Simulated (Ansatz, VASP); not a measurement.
**WSe2: VASP beside Ansatz**

```xyz
3
Lattice="3.3179 0.0000 0.0000 -1.6590 2.8734 0.0000 0.0000 0.0000 16.6581" Properties=species:S:1:pos:R:3 pbc="T T T"
W     0.0500    0.0866    0.0000
Se    0.0000    1.9156    1.6623
Se    0.0000    1.9156   14.9959
```

Change from the starting cell: all W atoms moved -0.100 Å, as atom 1 towards its neighbour atom 1 (W) at 3.318 Å.

Alike in both runs: task single point; functional PBEsol; dispersion D3(BJ); k mesh 12 × 12 × 2; occupations gaussian, width 0.05 eV; no spin polarisation.

|  | VASP | Ansatz |
| --- | --- | --- |
| version | VASP 6.6.1 | Ansatz 0.2.0 |
| potentials or method | VASP PAW PBE potentials, release 64 (W_sv, Se), cutoff 520 eV | scalar-relativistic, plane waves, PAW |
| valence electrons in the cell | 26 | 46 |

Ansatz gave:

| Item | Value |
| --- | --- |
| gap on the k mesh at the Fermi level (eV) | 1.51 |
| least direct gap on the mesh (eV) | 1.51 |
| rms of the force components (eV/Å) | 0.742 |

Which values does VASP return?

gap on the k mesh at the Fermi level (eV): 1.51; least direct gap on the mesh (eV): 1.51; rms of the force components (eV/Å): 0.744.

VASP's potentials were made for PBE, not for PBEsol. Atom by atom the forces differ by 0.028 eV/Å (rms over components). VASP's potentials hold 26 valence electrons a cell and Ansatz's 46, so a difference there can come from the potentials and not from the codes.

Spin-orbit coupling is off throughout.
